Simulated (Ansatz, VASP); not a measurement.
Two plane-wave programs on Si3C

File INCAR:

```
SYSTEM = Si3C
PREC = Accurate
ENCUT = 520
EDIFF = 1E-6
ISMEAR = 0
SIGMA = 0.1
LREAL = .FALSE.
LASPH = .TRUE.
NELM = 150
ALGO = Normal
ISIF = 2
LWAVE = .FALSE.
LCHARG = .FALSE.
ISPIN = 2
MAGMOM = 0 0 0 1
LORBIT = 11
GGA = PE
NBANDS = 20
```

The input KPOINTS:

```
Automatic mesh
0
G
  6 6 4
  0 0 0
```

Contents of POSCAR:

```
Si3C
1.0
    2.5907063739      0.0000000000      0.0000000000
    0.0000000000      2.8545034688      0.0000000000
    0.0000000000      0.0000000000      7.0243227378
Si C
3 1
Direct
    0.0000000000      0.5000000000      0.1870047375
    0.0000000000      0.0000000000      0.5000000000
    0.0000000000      0.5000000000      0.8129952625
    0.0000000000      0.0000000000      0.0000000000
```

Input for Ansatz:

```yaml
crystal:
  lattice:
    - [2.5907063739, 0.0, 0.0]
    - [0.0, 2.8545034688, 0.0]
    - [0.0, 0.0, 7.0243227378]
  atoms:
    - { symbol: Si, position: [0.0, 0.5, 0.1870047375] }
    - { symbol: Si, position: [0.0, 0.0, 0.5] }
    - { symbol: Si, position: [0.0, 0.5, 0.8129952625] }
    - { symbol: C, position: [0.0, 0.0, 0.0], spin: 1.0 }
basis:
  ecutwfc: 420
kpoints:
  mp_grid: { grid: [6, 6, 4] }
hamiltonian:
  xc: pbe
scf:
  occupations: { method: gaussian, width: 0.1 }
  lower_state_search: "off"
output:
  forces: true
  stress: true
  eigenvalues: true
  populations: true
magnetization:
  spin_polarized: true
```

Change from the starting cell: species swapped into the Sn3Pb type (Pmmm, No. 47).

Alike in both runs: task single point; functional PBE; k mesh 6 × 6 × 4; occupations gaussian, width 0.1 eV; collinear spin.

```csv
,VASP,Ansatz
version,VASP 6.6.1,Ansatz 0.2.0
potentials or method,"VASP PAW PBE potentials, release 64 (Si, C), cutoff 520 eV","scalar-relativistic, plane waves, PAW"
valence electrons in the cell,16,16
```

VASP gave:

| Quantity | Value |
| --- | --- |
| gap on the k mesh at the Fermi level (eV) | none |
| pressure (GPa) | 0.0 |
| traceless stress, the component that is largest in VASP (GPa) | 0.23 |
| rms of the force components (eV/Å) | 0.009 |
| net moment per atom (μB) | 0.00 |

Task: Estimate Ansatz's values.

Result: gap on the k mesh at the Fermi level (eV): none; pressure (GPa): 0.1; traceless stress, the component that is largest in VASP (GPa): 0.13; rms of the force components (eV/Å): 0.006; net moment per atom (μB): 0.00.

Atom by atom the forces differ by 0.003 eV/Å (rms over components). A gap of «none» marks a metal or a gap that the smearing closes. Ansatz's warnings: seeded moment not kept.

The k mesh is coarse, so the values compare programs but aren't converged.
